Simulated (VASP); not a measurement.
# Tl12F (a cell with a defect) in VASP: notebook

Runs on Tl12F (a cell with a defect). Level: LDA. Tasks: single point.

Everything below comes from runs of VASP 6.6.1. Logs are shortened: lines on timing, memory, paths and dates and some standing lists are left out, and cuts for length are marked.

## (1) The cell of the first run

The cell holds a defect, 13 atoms: a = 6.920 Å, b = 10.380 Å, c = 5.533 Å, α = 90.00°, β = 90.00°, γ = 120.00°.

## (2) Single point, LDA

The input, INCAR:

```
PREC = Accurate
ENCUT = 520
EDIFF = 1E-6
ISMEAR = -1
SIGMA = 0.05
LREAL = False
LASPH = True
NELM = 120
ALGO = Normal
ISIF = 2
LWAVE = False
LCHARG = False
NBANDS = 94
GGA_COMPAT = False
```

The input, KPOINTS:

```
Automatic mesh
0
Gamma
  3 2 3
```

The input, POSCAR:

```
Tl12F
1.0
    6.9200000000      0.0000000000      0.0000000000
   -5.1900000000      8.9893440000      0.0000000000
    0.0000000000      0.0000000000      5.5325400000
Tl F
12 1
Direct
    0.0059856420      0.0524509909     -0.0512965112
   -0.0119071691      0.1358386107      0.5056990099
   -0.0576556270      0.3305246745      0.0965740871
    0.2072459261      0.5257113311      0.5572666443
    0.1511998155      0.7018309679      0.0416806747
    0.1240923080      0.9283658518      0.4285915692
    0.4873106942     -0.0026030820     -0.0741431603
    0.6193813038      0.2732791180      0.5996522393
    0.4750729651      0.2647022964      0.1186796661
    0.7235413958      0.6106563505      0.4298025862
    0.7028454462      0.6836205178     -0.0486756535
    0.5332434909      0.8550568317      0.4395087970
    0.9030991948      0.5499511422      0.7099451608
```

Potentials or basis: VASP PAW LDA potentials, release 64 (Tl_d, F).

Launch:

```sh
cat potpaw_LDA.64/Tl_d/POTCAR potpaw_LDA.64/F/POTCAR > POTCAR
mpirun -np 1 vasp_std > vasp.out
```

OUTCAR:

```text
PREC = Accurate
   ENCUT = 520
   EDIFF = 1E-6
   ISMEAR = -1
   LREAL = False
   LASPH = True
   NELM = 120
   ISIF = 2

 ion  position               nearest neighbor table
   1  0.006  0.052  0.949-   2 2.62   9 3.02   2 3.22   6 3.23   3 3.24  11 3.32   7 3.34   6 3.41
                             7 3.65  12 3.95  12 4.02
   2  0.988  0.136  0.506-   1 2.62   6 2.78  12 3.06   3 3.15   1 3.22   8 3.53   4 3.55   9 3.64
                             7 3.81   8 3.89   3 3.94
   3  0.942  0.331  0.097-   9 2.95   2 3.15   4 3.20   1 3.24   5 3.39   8 3.40   8 3.43   7 3.45
                             4 3.56   2 3.94   9 4.07
   4  0.207  0.526  0.557-  13 2.40  12 3.08   3 3.20  10 3.30   5 3.37   5 3.51   2 3.55   3 3.56
                             8 3.58  11 3.69  10 3.93
   5  0.151  0.702  0.042-  13 2.47   7 2.85  11 3.05  12 3.19   6 3.25   4 3.37  10 3.39   3 3.39
                             4 3.51  11 3.95  12 4.05
   6  0.124  0.928  0.429-   2 2.78  10 3.07   1 3.23   5 3.25  12 3.28   1 3.41   9 3.54   7 3.55
                             7 3.57   8 3.63  12 3.77  11 3.81  11 3.99
   7  0.487  0.997  0.926-   5 2.85   9 3.01   8 3.11  12 3.16  12 3.29   1 3.34   3 3.45   6 3.55
                             6 3.57   1 3.65   2 3.81
   8  0.619  0.273  0.600-  13 2.61   9 2.83   9 3.03   7 3.11  10 3.34   3 3.40   3 3.43   2 3.53
                             4 3.58   6 3.63   2 3.89
   9  0.475  0.265  0.119-   8 2.83   3 2.95   7 3.01   1 3.02   8 3.03   6 3.54  10 3.56   2 3.64
                            11 3.92   3 4.07
  10  0.724  0.611  0.430-  13 2.26  11 2.78  11 3.00   6 3.07   4 3.30   8 3.34   5 3.39  12 3.39
                             9 3.56   4 3.93
  11  0.703  0.684  0.951-  13 2.75  10 2.78  10 3.00   5 3.05   1 3.32   4 3.69  12 3.73   6 3.81
                            12 3.83   9 3.92   5 3.95   6 3.99
  12  0.533  0.855  0.440-   2 3.06   4 3.08   7 3.16   5 3.19   6 3.28   7 3.29  10 3.39  11 3.73
                             6 3.77  11 3.83   1 3.95   1 4.02   5 4.05
  13  0.903  0.550  0.710-  10 2.26   4 2.40   5 2.47   8 2.61  11 2.75

  LATTYP: Found a simple monoclinic cell.
 ALAT       =     6.9200000000
 B/A-ratio  =     0.7995000000
 C/A-ratio  =     1.3228756993
 COS(beta)  =    -0.1889822302

  Lattice vectors:

 A1 = (   6.9200000000,   0.0000000000,   0.0000000000)
 A2 = (   0.0000000000,   0.0000000000,   5.5325400000)
 A3 = (  -1.7300000000,  -8.9893440000,   0.0000000000)

Analysis of symmetry for initial positions (statically):
=====================================================================
 Subroutine PRICEL returns:
 Original cell was already a primitive cell.

 Routine SETGRP: Setting up the symmetry group for a
 simple monoclinic supercell.

 Subroutine GETGRP returns: Found  1 space group operations
 (whereof  1 operations were pure point group operations)
 out of a pool of  4 trial point group operations.

The static configuration has the point symmetry C_1 .

Analysis of symmetry for dynamics (positions and initial velocities):
=====================================================================
 Subroutine PRICEL returns:
 Original cell was already a primitive cell.

 Routine SETGRP: Setting up the symmetry group for a
 simple monoclinic supercell.

 Subroutine GETGRP returns: Found  1 space group operations
 (whereof  1 operations were pure point group operations)
 out of a pool of  4 trial point group operations.

The dynamic configuration has the point symmetry C_1 .

 Subroutine INISYM returns: Found  1 space group operations
 (whereof  1 operations are pure point group operations),
 and found     1 'primitive' translations

----------------------------------------------------------------------------------------

                                     Primitive cell

  volume of cell :     344.1586

  direct lattice vectors                    reciprocal lattice vectors
     6.920000000  0.000000000  0.000000000     0.144508671  0.083432117  0.000000000
    -5.190000000  8.989344000  0.000000000     0.000000000  0.111242823  0.000000000
     0.000000000  0.000000000  5.532540000     0.000000000  0.000000000  0.180748806

  length of vectors
     6.920000000 10.380000267  5.532540000     0.166864238  0.111242823  0.180748806
[... 67 lines left out ...]
|                                                                             |
|     Results are often still useful ...                                      |
|                                                                             |
 -----------------------------------------------------------------------------

 Subroutine IBZKPT returns following result:
 ===========================================

 Found     10 irreducible k-points:

 Following reciprocal coordinates:
            Coordinates               Weight
  0.000000  0.000000  0.000000      1.000000
  0.333333  0.000000  0.000000      2.000000
  0.000000  0.500000  0.000000      1.000000
  0.333333  0.500000  0.000000      2.000000
  0.000000  0.000000  0.333333      2.000000
  0.333333  0.000000  0.333333      2.000000
 -0.333333  0.000000  0.333333      2.000000
  0.000000  0.500000  0.333333      2.000000
  0.333333  0.500000  0.333333      2.000000
 -0.333333  0.500000  0.333333      2.000000
   k-points           NKPTS =     10   k-points in BZ     NKDIM =     10   number of bands    NBANDS=     94
   number of dos      NEDOS =    301   number of ions     NIONS =     13
   total plane-waves  NPLWV = 181440
   dimension x,y,z NGX =    54 NGY =   80 NGZ =   42
   dimension x,y,z NGXF=   108 NGYF=  160 NGZF=   84
   ions per type =              12   1
   NGX,Y,Z   is equivalent  to a cutoff of  12.97, 12.81, 12.62 a.u.
   NGXF,Y,Z  is equivalent  to a cutoff of  25.95, 25.63, 25.24 a.u.
 SYSTEM =  unknown system
   PREC   = accura    normal or accurate (medium, high low for compatibility)
   ISTART =      0    job   : 0-new  1-cont  2-samecut
   ICHARG =      2    charge: 1-file 2-atom 10-const
   ISPIN  =      1    spin polarized calculation?
   LNONCOLLINEAR =      F non collinear calculations
   LSORBIT =      F    spin-orbit coupling
   LASPH  =      T    aspherical Exc in radial PAW
   ENCUT  =  520.0 eV  38.22 Ry    6.18 a.u.  12.87 19.30 10.29*2*pi/ulx,y,z
   NELM   =    120;   NELMIN=  2; NELMDL= -5     # of ELM steps
   EDIFF  = 0.1E-05   stopping-criterion for ELM
   LREAL  =      F    real-space projection
   EDIFFG = 0.1E-04   stopping-criterion for IOM
   NSW    =      0    number of steps for IOM
   IBRION =     -1    ionic relax: 0-MD 1-quasi-New 2-CG
   NFREE  =      0    steps in history (QN), initial steepest desc. (CG)
   ISIF   =      2    stress and relaxation
   ISYM   =      2    0-nonsym 1-usesym 2-fastsym
   POTIM  = 0.5000    time-step for ionic-motion
   TEBEG  =    0.0;   TEEND  =   0.0 temperature during run
   PSTRESS=    0.0 pullay stress
   NELECT =     163.0000    total number of electrons
   NUPDOWN=      -1.0000    fix difference up-down
   EMIN   =  10.00;   EMAX   =-10.00  energy-range for DOS
   EFERMI =   0.00;   METHOD = LEGACY
   ISMEAR =    -1;   SIGMA  =   0.05  broadening in eV -4-tet -1-fermi 0-gaus
   EFERMI_NEDOS =   21; number of points for ismear=-14 and -15
   IALGO  =     38    algorithm
   IMIX   =      4    mixing-type and parameters
     AMIX     =   0.40;   BMIX     =  1.00
     AMIX_MAG =   1.60;   BMIX_MAG =  1.00
  volume/ion in A,a.u.               =      26.47       178.65
  Fermi-wavevector in a.u.,A,eV,Ry     =   1.276099  2.411478 22.156128  1.628429
  Thomas-Fermi vector in A             =   2.408774
   LORBIT       =      0    0 simple, 1 ext, 2 COOP (PROOUT), +10 PAW based schemes
   GGA     = CA    functional components
   LHFCALC =     F    Hartree Fock is set to
   AEXX    =    0.0000 exact exchange contribution
   IVDW    =     0    specifies the selected vdW correction
   LEPSILON=     F    determine dielectric tensor
   LRPA    =     F    only Hartree local field effects (RPA)
 non-spin polarized calculation
  energy-cutoff  :      520.00
  volume of cell :      344.16
 maximum number of plane-waves:      9300
 NGX is ok and might be reduce to    54
   NGX = 25   NGY = 39   NGZ = 21

 number of electron     163.0000009 magnetization

 Free energy of the ion-electron system (eV)
  ---------------------------------------------------
  ext. energy  EPLUGINS =         0.00000000
  ---------------------------------------------------
  free energy    TOTEN  =       -37.84185906 eV

  energy without entropy =      -37.80621940  energy(sigma->0) =      -37.82403923

 E-fermi :   6.5544     XC(G=0): -10.5356

 val. band max:        6.4886213424   @ k =   0.0000   0.5000   0.0000
 cond. band min:       6.5560152891   @ k =   0.0000   0.0000   0.3333
 fundamental gap:      0.0673939468
 Fermi energy:         6.5544250362

 k-point     1 :       0.0000    0.0000    0.0000
  band No.  band energies     occupation
      1     -17.3589      2.00000
      2      -6.3923      2.00000
      3      -6.0529      2.00000
      4      -5.9945      2.00000
      5      -5.9043      2.00000
      6      -5.8562      2.00000
[... 949 lines left out ...]
     92       9.6754      0.00000
     93       9.7996      0.00000
 [bands above 93 left out]

------------------------ aborting loop because EDIFF is reached ----------------------------------------

  FORCE on cell =-STRESS in cart. coord.  units (eV):
  Direction    XX          YY          ZZ          XY          YZ          ZX
  --------------------------------------------------------------------------------------
  -------------------------------------------------------------------------------------
  Total        8.4073820      7.0768323     13.6678363     -0.9969119     -1.1181295      2.8571955
  in kB       39.1392688     32.9450999     63.6285011     -4.6409693     -5.2052790     13.3012325
  external PRESSURE =      45.2376233 kB  Pullay stress =       0.0000000 kB

 VOLUME and BASIS-vectors are now :
 -----------------------------------------------------------------------------
  energy-cutoff  :      520.00
  volume of cell :      344.16
      direct lattice vectors                 reciprocal lattice vectors
     6.920000000  0.000000000  0.000000000     0.144508671  0.083432117  0.000000000
    -5.190000000  8.989344000  0.000000000     0.000000000  0.111242823  0.000000000
     0.000000000  0.000000000  5.532540000     0.000000000  0.000000000  0.180748806

 POSITION                                       TOTAL-FORCE (eV/Angst)
 -----------------------------------------------------------------------------------
     -0.23080      0.47150      5.24874         0.054718     -0.697861      1.916341
      6.13260      1.22110      2.79780        -1.183522      1.715483     -1.651792
      4.80560      2.97120      0.53430         0.578054      0.241187     -0.196577
     -1.29430      4.72580      3.08310         0.503476     -0.292685     -0.023344
     -2.59620      6.30900      0.23060         0.407326     -0.678222      0.319600
     -3.95950      8.34540      2.37120         1.059651     -0.737257     -0.009938
     -1.80430      8.96594      5.12234         0.579676      0.112336     -0.306930
      2.86780      2.45660      3.31760         0.105576     -0.035600      0.366515
      1.91370      2.37950      0.65660        -0.924533      0.758668     -0.244309
      1.83760      5.48940      2.37790        -0.637630     -0.326309      0.030650
      1.31570      6.14530      5.26324        -0.879018      0.211769     -0.781798
     -0.74770      7.68640      2.43160         0.065386      0.026310      0.179228
      3.39520      4.94370      3.92780         0.270839     -0.297819      0.402351
 -----------------------------------------------------------------------------------
    total drift:                               -0.000304     -0.000051     -0.000033

  FREE ENERGIE OF THE ION-ELECTRON SYSTEM (eV)
  ---------------------------------------------------
  free  energy   TOTEN  =       -37.8418590649 eV

  energy  without entropy=      -37.8062193987  energy(sigma->0) =      -37.82403923
```

Wall time 4.9 min (1 thread of Intel Xeon Platinum 8488C (Sapphire Rapids), shared host); peak memory 0.46 GiB.

What came out:

- Free energy: -37.8419 eV
- Pressure: 4.5 GPa
- Largest force: 2.659 eV/Å
- Band gap on the k mesh: zero (an odd number of electrons rules out a gap without spin polarisation)

Forces in eV/Å, atoms in the order of the input:
```
Tl   0.055 -0.698  1.916
Tl  -1.184  1.715 -1.652
Tl   0.578  0.241 -0.197
Tl   0.503 -0.293 -0.023
Tl   0.407 -0.678  0.320
Tl   1.060 -0.737 -0.010
Tl   0.580  0.112 -0.307
Tl   0.106 -0.036  0.367
Tl  -0.925  0.759 -0.244
Tl  -0.638 -0.326  0.031
Tl  -0.879  0.212 -0.782
Tl   0.065  0.026  0.179
F    0.271 -0.298  0.402
```

Caveat: the k points lie up to 0.38 Å⁻¹ apart, too coarse for converged energies and pressures of a metal; spin-orbit coupling is left out, which moves the levels of the heavy elements.

## (3) Single point, LDA

The input, INCAR:

```
SYSTEM = Tl12F
PREC     = Accurate       ! precision mode
ENCUT    = 520            ! plane-wave cutoff, eV
EDIFF    = 1E-6           ! SCF threshold, eV
ISMEAR   = -1             ! smearing method
SIGMA    = 0.05           ! smearing width, eV
LREAL    = .False.        ! projectors in reciprocal space
LASPH    = .True.         ! aspherical terms in the spheres
NELM     = 120            ! most SCF steps
ALGO     = Normal         ! electronic algorithm
ISIF     = 2              ! what is computed and relaxed
LWAVE    = .False.        ! write WAVECAR
LCHARG   = .True.         ! write CHGCAR
GGA      = CA             ! functional
LELF     = .True.         ! ELF
LVHAR    = .True.       
NBANDS   = 94             ! bands
GGA_COMPAT= .False.
```

The input, KPOINTS:

```
Automatic mesh
0
Gamma
  3 2 3
  0 0 0
```

The input, POSCAR:

```
Tl12F
1.0
    6.9200000000      0.0000000000      0.0000000000
   -5.1900000000      8.9893440000      0.0000000000
    0.0000000000      0.0000000000      5.5325400000
Tl F
12 1
Direct
    0.0428810298      0.0696602555      0.0260097532
   -0.1003690775      0.1331687830      0.4883832742
   -0.0036900221      0.3444634002      0.0893441349
    0.2481174868      0.4967770729      0.5199781655
    0.1396632261      0.6711501974      0.1556789467
    0.0998044908      0.8926680301      0.4607467818
    0.5274077976      0.0041159844     -0.1425023588
    0.5648994714      0.2775730910      0.6078582351
    0.4968703947      0.3397578288      0.0876993207
    0.7311701299      0.5662037185      0.4305075065
    0.6951234720      0.7323226255     -0.1191496130
    0.5208443118      0.8354224735      0.4302183084
    0.8776537348      0.5084130722      0.8018740036
```

Potentials or basis: VASP PAW LDA potentials, release 64 (Tl_d, F).

Launch:

```sh
cat potpaw_LDA.64/Tl_d/POTCAR potpaw_LDA.64/F/POTCAR > POTCAR
mpirun -np 1 vasp_std > vasp.out
```

It took 8.8 min on 1 thread of Oxide Virtual Turin-like, shared host; peak memory 0.43 GiB.

Results (log left out):

| Item | Value |
| --- | --- |
| Free energy | -37.4982 eV |
| Pressure | 4.4 GPa |
| Largest force | 1.813 eV/Å |
| Band gap on the k mesh | zero (an odd number of electrons rules out a gap without spin polarisation) |

Forces on the atoms (eV/Å):
```
Tl   0.354 -0.679 -0.796
Tl   0.545  0.574  0.826
Tl  -0.425  0.096 -1.206
Tl   0.199 -0.301  1.257
Tl  -0.332 -0.214 -1.769
Tl  -0.246  0.730  0.372
Tl  -0.529 -0.161  1.143
Tl   0.180 -1.246 -0.241
Tl  -0.258 -0.246 -0.259
Tl  -0.370  1.369  0.216
Tl  -0.048 -0.228  0.580
Tl   0.794  0.096 -0.103
F    0.137  0.209 -0.019
```

Stress tensor (GPa, compression positive):
```
 2.06  0.20 -0.11
 0.20  5.72  1.26
-0.11  1.26  5.35
```

Levels at points of the mesh, in eV from the Fermi level:
```
           k point  band 77  band 78  band 79  band 80  band 81  band 82  band 83  band 84  band 85  band 86
(0.00, 0.00, 0.00)    -2.03    -1.62    -1.22    -0.72    -0.45    -0.21     0.13     0.20     0.55     0.87
(0.00, 0.50, 0.00)    -2.07    -1.88    -1.03    -0.53    -0.38     0.21     0.25     0.62     0.85     0.98
```

Caveat: the k points lie up to 0.38 Å⁻¹ apart, too coarse for converged energies and pressures of a metal; spin-orbit coupling is left out, which moves the levels of the heavy elements.

The gap in the log of VASP goes by the Fermi energy; the results here count the filled bands.